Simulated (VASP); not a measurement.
Input of a VASP 6.6.1 run:

Contents of INCAR:

```
PREC = Accurate
ENCUT = 520
EDIFF = 1E-7
ISMEAR = 1
SIGMA = 0.1
LREAL = F
LASPH = T
NELM = 60
ALGO = Normal
ISIF = 2
LWAVE = F
LCHARG = F
GGA = PE
NBANDS = 30
```

KPOINTS

```
regular mesh
0
Gamma
  10 10 3
```

POSCAR

```
La
1.0
    3.7726980145      0.0000000000      0.0000000000
   -1.8863490072      3.2672523214      0.0000000000
    0.0000000000      0.0000000000     12.1127038589
La
4
Direct
    0.0000000000      0.0000000000      0.0000000000
    0.0000000000      1.0000000000      0.5000000000
    0.3333333333      0.6666666667      0.7500000000
    0.6666666667      0.3333333333      0.2500000000
```

Potentials or basis: VASP PAW PBE potentials, release 64 (La).

Launch:

```bash
$ cat potpaw_PBE.64/La/POTCAR > POTCAR
$ mpirun -np 1 vasp_std > vasp.out
```

Task: What does it give for the band gap on the k mesh?

Result: Zero (bands 22 and 23 overlap by 1.21 eV).

Task: Estimate the pressure.

Result: 0.1 GPa.

Stress tensor (GPa, compression positive):
```
 0.14  0.00  0.00
 0.00  0.14  0.00
 0.00  0.00 -0.10
```

Caveat: spin-orbit coupling is left out, which moves the levels of the heavy elements.
